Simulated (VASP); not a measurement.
# BN (P6_3mc) in VASP: further runs

Runs on BN. Level: PBEsol. Tasks: relaxation of cell and atoms, single point.

All numbers are computed with VASP 6.6.1; they aren't measurements. Logs are shortened: lines on timing, memory, paths and dates and some standing lists are left out, and cuts for length are marked.

**1. The cell of the first run**

The structure is hexagonal, space group P6_3mc (No. 186). The conventional cell has a = 2.541 Å, b = 2.541 Å, c = 12.610 Å, α = 90.00°, β = 90.00°, γ = 120.00°. Within 2.1 Å of B (site symmetry 3m) lie 4 N at 1.56 to 1.58 Å. B (site symmetry 3m) has 4 N at 1.56 to 1.58 Å within 2.1 Å. Within 2.1 Å of B (site symmetry 3m) lie 4 N at 1.56 to 1.58 Å. N (site symmetry 3m) has 4 B at 1.56 to 1.58 Å within 2.1 Å. N (site symmetry 3m) has 4 B at 1.56 to 1.58 Å within 2.1 Å. N (site symmetry 3m) has 4 B at 1.56 to 1.58 Å within 2.1 Å.

**2. Relaxation of cell and atoms, PBEsol**

Input file INCAR:

```
SYSTEM = BN
PREC = Accurate
ENCUT = 600
EDIFF = 1E-7
ISMEAR = 0
SIGMA = 0.02
LREAL = .False.
LASPH = .True.
NELM = 100
ALGO = Normal
ISIF = 3
LWAVE = .False.
LCHARG = .False.
GGA = PS
IBRION = 2
NSW = 65
EDIFFG = -0.01
```

Input file KPOINTS:

```
Automatic mesh
0
Gamma
  12 12 2
  0 0 0
```

Input file POSCAR:

```
BN
1.0
    2.5410117668      0.0000000000      0.0000000000
   -1.2705058834      2.2005807414      0.0000000000
    0.0000000000      0.0000000000     12.6099028879
B N
6 6
Direct
    0.0000000000      0.0000000000      0.0000000000
    0.3333333333      0.6666666667      0.1666666667
    0.0000000000      0.0000000000      0.3333333333
    0.6666666667      0.3333333333      0.5000000000
    0.3333333333      0.6666666667      0.6666666667
    0.6666666667      0.3333333333      0.8333333333
    0.0000000000      0.0000000000      0.1250000000
    0.3333333333      0.6666666667      0.2916666667
    0.0000000000      0.0000000000      0.4583333333
    0.6666666667      0.3333333333      0.6250000000
    0.3333333333      0.6666666667      0.7916666667
    0.6666666667      0.3333333333      0.9583333333
```

Potentials or basis: VASP PAW PBE potentials, release 64 (B, N).

The run is started by

```console
$ cat potpaw_PBE.64/B/POTCAR potpaw_PBE.64/N/POTCAR > POTCAR
$ mpirun -np 1 vasp_std > vasp.out
```

OUTCAR:

```text
SYSTEM = BN
   PREC = Accurate
   ENCUT = 600
   EDIFF = 1E-7
   ISMEAR = 0
   LREAL = .False.
   LASPH = .True.
   NELM = 100
   ISIF = 3
   GGA = PS
   IBRION = 2
   NSW = 65
   EDIFFG = -0.01

 ion  position               nearest neighbor table
   1  0.000  0.000  0.000-  12 1.56  12 1.56  12 1.56   7 1.58
   2  0.333  0.667  0.167-   7 1.56   7 1.56   7 1.56   8 1.58
   3  0.000  0.000  0.333-   8 1.56   8 1.56   8 1.56   9 1.58
   4  0.667  0.333  0.500-   9 1.56   9 1.56   9 1.56  10 1.58
   5  0.333  0.667  0.667-  10 1.56  10 1.56  10 1.56  11 1.58
   6  0.667  0.333  0.833-  11 1.56  11 1.56  11 1.56  12 1.58
   7  0.000  0.000  0.125-   2 1.56   2 1.56   2 1.56   1 1.58
   8  0.333  0.667  0.292-   3 1.56   3 1.56   3 1.56   2 1.58
   9  0.000  0.000  0.458-   4 1.56   4 1.56   4 1.56   3 1.58
  10  0.667  0.333  0.625-   5 1.56   5 1.56   5 1.56   4 1.58
  11  0.333  0.667  0.792-   6 1.56   6 1.56   6 1.56   5 1.58
  12  0.667  0.333  0.958-   1 1.56   1 1.56   1 1.56   6 1.58

  LATTYP: Found a hexagonal cell.
 ALAT       =     2.5410117668
 C/A-ratio  =     4.9625519459

  Lattice vectors:

 A1 = (   2.5410117668,   0.0000000000,   0.0000000000)
 A2 = (  -1.2705058834,   2.2005807414,   0.0000000000)
 A3 = (   0.0000000000,   0.0000000000,  12.6099028879)

Analysis of symmetry for initial positions (statically):
[... 6 lines left out ...]

 Subroutine GETGRP returns: Found 12 space group operations
 (whereof  6 operations were pure point group operations)
 out of a pool of 24 trial point group operations.

The static configuration has the point symmetry C_3v.
 The point group associated with its full space group is C_6v.

Analysis of symmetry for dynamics (positions and initial velocities):
[... 6 lines left out ...]

 Subroutine GETGRP returns: Found 12 space group operations
 (whereof  6 operations were pure point group operations)
 out of a pool of 24 trial point group operations.

The dynamic configuration has the point symmetry C_3v.
 The point group associated with its full space group is C_6v.

 Subroutine INISYM returns: Found 12 space group operations
 (whereof  6 operations are pure point group operations),
 and found     1 'primitive' translations

----------------------------------------------------------------------------------------

                                     Primitive cell

  volume of cell :      70.5108

  direct lattice vectors                    reciprocal lattice vectors
     2.541011767  0.000000000  0.000000000     0.393544026  0.227212749  0.000000000
    -1.270505883  2.200580741  0.000000000     0.000000000  0.454425498  0.000000000
     0.000000000  0.000000000 12.609902888     0.000000000  0.000000000  0.079302752

  length of vectors
     2.541011767  2.541011767 12.609902888     0.454425498  0.454425498  0.079302752

  position of ions in fractional coordinates (direct lattice)
     0.000000000  0.000000000  0.000000000
     0.333333333  0.666666667  0.166666667
     0.000000000  0.000000000  0.333333333
     0.666666667  0.333333333  0.500000000
     0.333333333  0.666666667  0.666666667
     0.666666667  0.333333333  0.833333333
     0.000000000  0.000000000  0.125000000
     0.333333333  0.666666667  0.291666667
     0.000000000  0.000000000  0.458333333
     0.666666667  0.333333333  0.625000000
     0.333333333  0.666666667  0.791666667
     0.666666667  0.333333333  0.958333333

  ion indices of the primitive-cell ions
   primitive index   ion index
                 1           1
                 2           2
                 3           3
                 4           4
                 5           5
                 6           6
                 7           7
                 8           8
                 9           9
                10          10
                11          11
                12          12

----------------------------------------------------------------------------------------

 KPOINTS: Automatic mesh

Automatic generation of k-mesh.
 Grid dimensions read from file:
 generate k-points for:   12   12    2

 Generating k-lattice:

  Cartesian coordinates                     Fractional coordinates (reciprocal lattice)
     0.032795335  0.018934396  0.000000000     0.083333333 -0.000000000  0.000000000
     0.000000000  0.037868792  0.000000000     0.000000000  0.083333333  0.000000000
     0.000000000  0.000000000  0.039651376     0.000000000  0.000000000  0.500000000

  Length of vectors
     0.037868792  0.037868792  0.039651376

  Shift w.r.t. Gamma in fractional coordinates (k-lattice)
     0.000000000  0.000000000  0.000000000

 Subroutine IBZKPT returns following result:
 ===========================================

 Found     38 irreducible k-points:

 Following reciprocal coordinates:
            Coordinates               Weight
  0.000000  0.000000  0.000000      1.000000
  0.083333  0.000000  0.000000      6.000000
  0.166667 -0.000000  0.000000      6.000000
  0.250000  0.000000  0.000000      6.000000
  0.333333  0.000000  0.000000      6.000000
  0.416667  0.000000  0.000000      6.000000
[... 16 lines left out ...]
  0.250000  0.000000  0.500000      6.000000
  0.333333  0.000000  0.500000      6.000000
 [... further k-points ...]
   k-points           NKPTS =     38   k-points in BZ     NKDIM =     38   number of bands    NBANDS=     31
   number of dos      NEDOS =    301   number of ions     NIONS =     12
   total plane-waves  NPLWV =  43200
   dimension x,y,z NGX =    20 NGY =   20 NGZ =  108
   dimension x,y,z NGXF=    40 NGYF=   40 NGZF=  216
   ions per type =               6   6
   NGX,Y,Z   is equivalent  to a cutoff of  13.09, 13.09, 14.24 a.u.
   NGXF,Y,Z  is equivalent  to a cutoff of  26.17, 26.17, 28.48 a.u.
 SYSTEM =  BN
   PREC   = accura    normal or accurate (medium, high low for compatibility)
   ISTART =      0    job   : 0-new  1-cont  2-samecut
   ICHARG =      2    charge: 1-file 2-atom 10-const
   ISPIN  =      1    spin polarized calculation?
   LNONCOLLINEAR =      F non collinear calculations
   LSORBIT =      F    spin-orbit coupling
   LASPH  =      T    aspherical Exc in radial PAW
   ENCUT  =  600.0 eV  44.10 Ry    6.64 a.u.   5.08  5.08 25.19*2*pi/ulx,y,z
   NELM   =    100;   NELMIN=  2; NELMDL= -5     # of ELM steps
   EDIFF  = 0.1E-06   stopping-criterion for ELM
   LREAL  =      F    real-space projection
   EDIFFG = -.1E-01   stopping-criterion for IOM
   NSW    =     65    number of steps for IOM
   IBRION =      2    ionic relax: 0-MD 1-quasi-New 2-CG
   NFREE  =      1    steps in history (QN), initial steepest desc. (CG)
   ISIF   =      3    stress and relaxation
   ISYM   =      2    0-nonsym 1-usesym 2-fastsym
   POTIM  = 0.5000    time-step for ionic-motion
   TEBEG  =    0.0;   TEEND  =   0.0 temperature during run
   PSTRESS=    0.0 pullay stress
   NELECT =      48.0000    total number of electrons
   NUPDOWN=      -1.0000    fix difference up-down
   EMIN   =  10.00;   EMAX   =-10.00  energy-range for DOS
   EFERMI =   0.00;   METHOD = LEGACY
   ISMEAR =     0;   SIGMA  =   0.02  broadening in eV -4-tet -1-fermi 0-gaus
   EFERMI_NEDOS =   21; number of points for ismear=-14 and -15
   IALGO  =     38    algorithm
   IMIX   =      4    mixing-type and parameters
     AMIX     =   0.40;   BMIX     =  1.00
     AMIX_MAG =   1.60;   BMIX_MAG =  1.00
  volume/ion in A,a.u.               =       5.88        39.65
  Fermi-wavevector in a.u.,A,eV,Ry     =   1.440135  2.721461 28.218348  2.073990
  Thomas-Fermi vector in A             =   2.558913
   LORBIT       =      0    0 simple, 1 ext, 2 COOP (PROOUT), +10 PAW based schemes
   GGA     = PS    functional components
   LHFCALC =     F    Hartree Fock is set to
   AEXX    =    0.0000 exact exchange contribution
   IVDW    =     0    specifies the selected vdW correction
   LEPSILON=     F    determine dielectric tensor
   LRPA    =     F    only Hartree local field effects (RPA)
 conjugate gradient relaxation of ions
 non-spin polarized calculation
 Gauss-broadening in eV      SIGMA  =   0.02
  energy-cutoff  :      600.00
  volume of cell :       70.51
 maximum number of plane-waves:      2385
   NGX = 11   NGY = 11   NGZ = 51

--------------------------------------- Ionic step        1  -------------------------------------------

 number of electron      48.0000004 magnetization

 Free energy of the ion-electron system (eV)
  ---------------------------------------------------
  ext. energy  EPLUGINS =         0.00000000
  ---------------------------------------------------
  free energy    TOTEN  =      -110.03785805 eV

  energy without entropy =     -110.03785805  energy(sigma->0) =     -110.03785805

------------------------ aborting loop because EDIFF is reached ----------------------------------------

  FORCE on cell =-STRESS in cart. coord.  units (eV):
  Direction    XX          YY          ZZ          XY          YZ          ZX
  --------------------------------------------------------------------------------------
  -------------------------------------------------------------------------------------
  Total        0.9910090      0.9910090     -2.5358928      0.0000000      0.0000000     -0.0000000
  in kB       22.5181365     22.5181366    -57.6216567      0.0000000      0.0000000     -0.0000000
  external PRESSURE =      -4.1951279 kB  Pullay stress =       0.0000000 kB
[... 261 lines left out ...]
  energy  without entropy=     -110.0511155100  energy(sigma->0) =     -110.05111551

--------------------------------------- Ionic step        7  -------------------------------------------

 number of electron      48.0000005 magnetization

 Free energy of the ion-electron system (eV)
  ---------------------------------------------------
  ext. energy  EPLUGINS =         0.00000000
  ---------------------------------------------------
  free energy    TOTEN  =      -110.05112732 eV

  energy without entropy =     -110.05112732  energy(sigma->0) =     -110.05112732

 E-fermi :   7.6248     XC(G=0): -13.0441

 val. band max:        7.4919929777   @ k =   0.0000   0.0000   0.0000
 cond. band min:      12.5233953662   @ k =   0.5000   0.0000   0.0000
 fundamental gap:      5.0314023885
 Fermi energy:         7.6247803060

 k-point     1 :       0.0000    0.0000    0.0000
  band No.  band energies     occupation
      1     -12.8931      2.00000
      2     -12.2444      2.00000
      3     -12.1943      2.00000
      4     -10.3608      2.00000
      5     -10.3158      2.00000
      6      -8.6145      2.00000
[... 805 lines left out ...]
     30      17.0074      0.00000
     31      17.9511      0.00000

 [... further k-points ...]

------------------------ aborting loop because EDIFF is reached ----------------------------------------

  FORCE on cell =-STRESS in cart. coord.  units (eV):
  Direction    XX          YY          ZZ          XY          YZ          ZX
  --------------------------------------------------------------------------------------
  -------------------------------------------------------------------------------------
  Total       -0.0045031     -0.0045031      0.0064167      0.0000000      0.0000000      0.0000000
  in kB       -0.1024446     -0.1024446      0.1459791      0.0000000      0.0000000      0.0000000
  external PRESSURE =      -0.0196367 kB  Pullay stress =       0.0000000 kB
[... 27 lines left out ...]
  FREE ENERGIE OF THE ION-ELECTRON SYSTEM (eV)
  ---------------------------------------------------
  free  energy   TOTEN  =      -110.0511273230 eV

  energy  without entropy=     -110.0511273230  energy(sigma->0) =     -110.05112732

 reached required accuracy - stopping structural energy minimisation
```

Run time: 3.5 min. Hardware: 1 thread of AMD EPYC 9R45 (Zen 5), shared host; peak memory 0.21 GiB.

Results:

```
Free energy                            : -110.0511 eV
Relaxed volume                         : 5.87 Å³/atom
Relaxed cell                           : a = 2.547 Å, b = 2.547 Å, c = 12.532 Å, α = 90.00°, β = 90.00°, γ = 120.00°
Space group after relaxing (to 0.05 Å) : P6_3mc (No. 186)
Energy gained by relaxing              : 1.1 meV/atom
Ionic steps                            : 7
Pressure after relaxing                : 0.0 GPa
Largest force after relaxing           : 0.006 eV/Å
Band gap on the k mesh                 : 5.03 eV, indirect (least direct gap 7.05 eV)
```

Forces on the atoms (eV/Å):
```
B    0.000  0.000  0.001
B    0.000  0.000  0.002
B    0.000  0.000  0.006
B    0.000  0.000  0.001
B    0.000  0.000  0.002
B    0.000  0.000  0.006
N    0.000  0.000 -0.004
N    0.000  0.000 -0.002
N    0.000  0.000 -0.002
N    0.000  0.000 -0.004
N    0.000  0.000 -0.002
N    0.000  0.000 -0.002
```

Step by step:
| step | energy change (eV) | largest force (eV/Å) | pressure (GPa) | volume (Å³) |
| --- | --- | --- | --- | --- |
| 1 | 0.0000 | 0.1977 | -0.42 | 70.51 |
| 2 | -0.0071 | 0.1842 | 0.46 | 70.35 |
| 3 | -0.0129 | 0.0942 | 0.06 | 70.41 |
| 4 | -0.0128 | 0.1226 | -0.02 | 70.43 |
| 5 | -0.0132 | 0.0222 | 0.02 | 70.42 |
| 6 | -0.0133 | 0.0208 | -0.02 | 70.43 |
| 7 | -0.0133 | 0.0055 | 0.00 | 70.43 |

Final structure:
```
B N
1.0
     2.54734    0.00000    0.00000
    -1.27367    2.20606    0.00000
     0.00000    0.00000   12.53229
B N
6 6
Direct
  0.00000 0.00000 0.99989
  0.33333 0.66667 0.16639
  0.00000 0.00000 0.33377
  0.66667 0.33333 0.49989
  0.33333 0.66667 0.66639
  0.66667 0.33333 0.83377
  0.00000 0.00000 0.12454
  0.33333 0.66667 0.29204
  0.00000 0.00000 0.45837
  0.66667 0.33333 0.62454
  0.33333 0.66667 0.79204
  0.66667 0.33333 0.95837
```

Levels at points of the mesh, in eV from the valence-band top:
```
           k point  band 22  band 23  band 24  band 25  band 26  band 27
(0.00, 0.00, 0.00)    -0.09     0.00     0.00     8.62     8.62     8.75
(0.50, 0.00, 0.00)    -2.95    -2.60    -2.02     5.03     5.40     6.84
(0.00, 0.00, 0.50)    -0.18    -0.18    -0.18     8.86     8.86     8.86
(0.50, 0.00, 0.50)    -2.75    -2.30    -2.30     5.18     5.18     7.09
```

Caveat: the PAW data sets were made with another functional, which shifts forces and pressure a little.

**3. Single point, PBEsol**

This run uses another cell than the first one: it holds 4 atoms, not 12.

Input file INCAR:

```
SYSTEM = BN
PREC = Accurate ; ENCUT = 520
EDIFF = 1E-6 ; ISMEAR = 0
SIGMA = 0.02 ; LREAL = .False.
LASPH = .True. ; NELM = 100
ALGO = Normal ; ISIF = 2
LWAVE = .False. ; LCHARG = .True.
GGA = PS ; LELF = .True.
LVHAR = .True. ; NBANDS = 16
```

Input file KPOINTS:

```
Automatic mesh
0
Gamma
  12 12 6
  0 0 0
```

Input file POSCAR:

```
BN
1.0
    2.5410117668     -0.0000002861      0.0000000000
   -1.2705056356      2.2005808844      0.0000000000
    0.0000000000      0.0000000000      4.2033009626
B N
2 2
Direct
    0.0000000000      0.0000000000      0.0002671029
    0.3333333333      0.6666666667      0.5002671029
    0.0000000000      0.0000000000      0.3747328971
    0.3333333333      0.6666666667      0.8747328971
```

Potentials or basis: VASP PAW PBE potentials, release 64 (B, N).

The run is started by

```console
$ cat potpaw_PBE.64/B/POTCAR potpaw_PBE.64/N/POTCAR > POTCAR
$ mpirun -np 1 vasp_std > vasp.out
```

Wall time 15 s (1 thread of AMD EPYC 7R13 (Zen 3), shared host); peak memory 0.11 GiB.

Results (log left out):

```
Free energy            : -36.6258 eV
Pressure               : 0.6 GPa
Largest force          : 0.003 eV/Å
Band gap on the k mesh : 4.95 eV, indirect (least direct gap 8.22 eV)
```

Forces on the atoms (eV/Å):
```
B    0.000  0.000  0.003
B    0.000  0.000  0.003
N    0.000  0.000 -0.003
N    0.000  0.000 -0.003
```

Levels at points of the mesh, in eV from the valence-band top:
```csv
k point,band 6,band 7,band 8,band 9,band 10,band 11
"(0.00, 0.00, 0.00)",-0.28,0.00,0.00,8.33,8.33,8.57
"(0.50, 0.00, 0.00)",-5.05,-4.51,-2.13,6.58,7.82,10.55
"(0.00, 0.00, 0.50)",-1.19,-1.19,-1.19,9.48,9.48,9.89
"(0.50, 0.00, 0.50)",-3.82,-3.61,-3.61,6.46,6.46,9.97
```

Caveat: the PAW data sets were made with another functional, which shifts forces and pressure a little.
